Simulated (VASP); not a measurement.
Crystal: Li4TmGe.

```
Li Tm Ge
1.0
     2.97101    0.00000    0.00000
     0.00000    2.97101    0.00000
     0.00000    0.00000   10.39079
Li Tm Ge
4 1 1
Cartesian
  1.4855 1.4855 1.7700
  0.0000 0.0000 6.7811
  0.0000 0.0000 3.6097
  1.4855 1.4855 8.6208
  0.0000 0.0000 0.0000
  1.4855 1.4855 5.1954
```

The cell was generated, and may not be a known phase.

| Property | Result |
| --- | --- |
| Program | VASP 6.6.1 |
| Task | relaxation of cell and atoms |
| Functional | PBE |
| Potentials or basis | VASP PAW PBE potentials, release 64 (Li_sv, Tm_3, Ge_d), 4f in core |
| Cutoff | 750 eV |
| k mesh | 5 × 5 × 2 |
| Occupations | gaussian, width 0.2 eV |
| Spin | no spin polarisation |

At the start: pressure 12.2 GPa; volume 15.29 Å³/atom.

Task: Where does the relaxation end?

Result: Over 12 steps the energy falls by 221.0 meV/atom and the volume is 19.69 Å³/atom (+28.8 %); space group P4/mmm (No. 123, to 0.1 Å) before and after.

Step by step:
| step | energy change (eV) | largest force (eV/Å) | pressure (GPa) | volume (Å³) |
| --- | --- | --- | --- | --- |
| 1 | 0.0000 | 1.5097 | 12.19 | 91.72 |
| 2 | -0.9298 | 0.8250 | 3.24 | 108.04 |
| 3 | -1.0710 | 0.3043 | -1.76 | 126.86 |
| 4 | -1.0976 | 0.4253 | -0.74 | 121.58 |
| 5 | -1.0980 | 0.4450 | -0.56 | 120.78 |
| 6 | -1.1427 | 0.3817 | -0.50 | 120.03 |
| 7 | -1.2393 | 0.2488 | -0.16 | 117.68 |
| 8 | -1.2280 | 0.2787 | 1.38 | 112.64 |
| 9 | -1.2706 | 0.2580 | 0.39 | 115.37 |
| 10 | -1.2901 | 0.2126 | 0.06 | 116.88 |
| 11 | -1.3130 | 0.1092 | -0.63 | 120.80 |
| 12 | -1.3261 | 0.0530 | 0.10 | 118.16 |

Final structure:
```
CELL_PARAMETERS angstrom
3.11425 0.00000 0.00000
0.00000 3.11425 0.00000
0.00000 0.00000 12.18282
ATOMIC_POSITIONS crystal
Li 0.50000 0.50000 0.20247
Li 0.00000 0.00000 0.63310
Li 0.00000 0.00000 0.36690
Li 0.50000 0.50000 0.79753
Tm 0.00000 0.00000 0.00000
Ge 0.50000 0.50000 0.50000
```

Caveat: the k points lie up to 0.40 Å⁻¹ apart in the final cell, too coarse for converged energies and pressures of a metal; the volume moved by over 15 % at a fixed basis, so the end points are rough; the relaxation stopped at a loose force limit of 0.08 eV/Å, so its end isn't a converged minimum.
